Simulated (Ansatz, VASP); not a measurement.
Two plane-wave programs on CaS

Contents of INCAR:

```
PREC = Accurate ; ENCUT = 500
EDIFF = 1E-6 ; ISMEAR = 0
SIGMA = 0.1 ; LREAL = False
LASPH = True ; NELM = 120
ALGO = Normal ; ISIF = 2
LWAVE = False ; LCHARG = False
NBANDS = 15 ; GGA_COMPAT = False
```

KPOINTS

```
regular mesh
0
Gamma
  6 6 6
```

POSCAR

```
CaS
1.0
    0.0000000000      2.8250000000      2.8250000000
    2.8250000000      0.0000000000      2.8250000000
    2.8250000000      2.8250000000      0.0000000000
Ca S
1 1
Direct
    0.0000000000      0.0000000000      0.0000000000
    0.5000000000      0.5000000000      0.5000000000
```

Input for Ansatz:

```yaml
crystal:
  lattice:
    - [0.0, 2.825, 2.825]
    - [2.825, 0.0, 2.825]
    - [2.825, 2.825, 0.0]
  atoms:
    - { symbol: Ca, position: [0.0, 0.0, 0.0] }
    - { symbol: S, position: [0.5, 0.5, 0.5] }
basis:
  ecutwfc: 420
kpoints:
  mp_grid: { grid: [6, 6, 6] }
hamiltonian:
  xc: lda
  pseudopotentials: { kind: paw, azcp: { folder: soft_1 } }
scf:
  occupations: { method: gaussian, width: 0.1 }
output:
  forces: true
  stress: true
  eigenvalues: true
```

Alike in both runs: task single point; functional LDA; k mesh 6 × 6 × 6; occupations gaussian, width 0.1 eV; no spin polarisation.

```csv
,VASP,Ansatz
version,VASP 6.6.1,Ansatz 0.2.0
potentials or method,"VASP PAW LDA potentials, release 64 (Ca_sv, S), cutoff 500 eV","scalar-relativistic, plane waves, PAW"
valence electrons in the cell,16,16
```

|  | VASP | Ansatz | Ansatz less VASP |
| --- | --- | --- | --- |
| gap on the k mesh at the Fermi level (eV) | 2.08 | 2.09 | +0.009 |
| least direct gap on the mesh (eV) | 2.92 | 2.93 | +0.010 |
| pressure (GPa) | -2.6 | -2.8 | -0.23 |

Ansatz warns that its potentials were made for another functional, while VASP's fit it. LDA's correlation is that of Perdew and Zunger in VASP and of Perdew and Wang (1992) in Ansatz.
